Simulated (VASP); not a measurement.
Set up this calculation in VASP 6.6.1, as the native input.

* Task: single point
* Functional: r2SCAN
* Dispersion: D3(BJ)
* Potentials or basis: VASP PAW PBE potentials, release 64 (Al, N)
* Cutoff: 520 eV
* k mesh: 10 × 10 × 10
* Occupations: fermi-dirac, width 0.05 eV
* Spin: no spin polarisation
* Dipole correction: no
* Further INCAR settings: ALGO = Normal; EDIFF = 1e-07; NBANDS = 11

Crystal: AlN.

```
CELL_PARAMETERS angstrom
0.00000 2.16934 2.16934
2.16934 0.00000 2.16934
2.16934 2.16934 0.00000
ATOMIC_POSITIONS crystal
Al 0.00000 0.00000 0.00000
N 0.25000 0.25000 0.25000
```

The input as run:

POSCAR

```
AlN
1.0
    0.0000000000      2.1693354430      2.1693354430
    2.1693354430      0.0000000000      2.1693354430
    2.1693354430      2.1693354430      0.0000000000
Al N
1 1
Direct
    0.0000000000      0.0000000000      0.0000000000
    0.2500000000      0.2500000000      0.2500000000
```

INCAR.step1

```
ALGO = Normal ; EDIFF = 1E-4
ENCUT = 520 ; GGA = PE
ISMEAR = -1 ; LASPH = T
LCHARG = F ; LREAL = F
LWAVE = T ; NBANDS = 11
NELM = 60 ; PREC = Accurate
SIGMA = 0.05
```

INCAR.step2

```
ALGO = Normal ; EDIFF = 1E-7
ENCUT = 520 ; ISIF = 2
ISMEAR = -1 ; ISTART = 1
IVDW = 12 ; LASPH = T
LCHARG = F ; LMIXTAU = T
LREAL = F ; LWAVE = F
METAGGA = R2SCAN ; NBANDS = 11
NELM = 60 ; PREC = Accurate
SIGMA = 0.05 ; VDW_A1 = 0.49484001
VDW_A2 = 5.73083694 ; VDW_S6 = 1.0
VDW_S8 = 0.78981345
```

KPOINTS

```
k-points
0
Gamma
  10 10 10
```

Potentials or basis: VASP PAW PBE potentials, release 64 (Al, N).

Run with:

```console
$ cat potpaw_PBE.64/Al/POTCAR potpaw_PBE.64/N/POTCAR > POTCAR
$ cp INCAR.step1 INCAR
$ mpirun -np 1 vasp_std > vasp.out
$ cp INCAR.step2 INCAR
$ mpirun -np 1 vasp_std > vasp.out
```

It gave:

```yaml
Pressure: 2.3 GPa
Band_gap_on_the_k_mesh: 3.95 eV, indirect (least direct gap 5.08 eV)
Dispersion_energy_per_atom: -0.129 eV
```

Caveat: the PAW data sets were made with another functional, which shifts forces and pressure a little.

It took 26 s on 1 thread of Intel(R) Xeon(R) Platinum 8375C CPU @ 2.90GHz (Ice Lake) (shared host), peak memory 0.15 GiB.
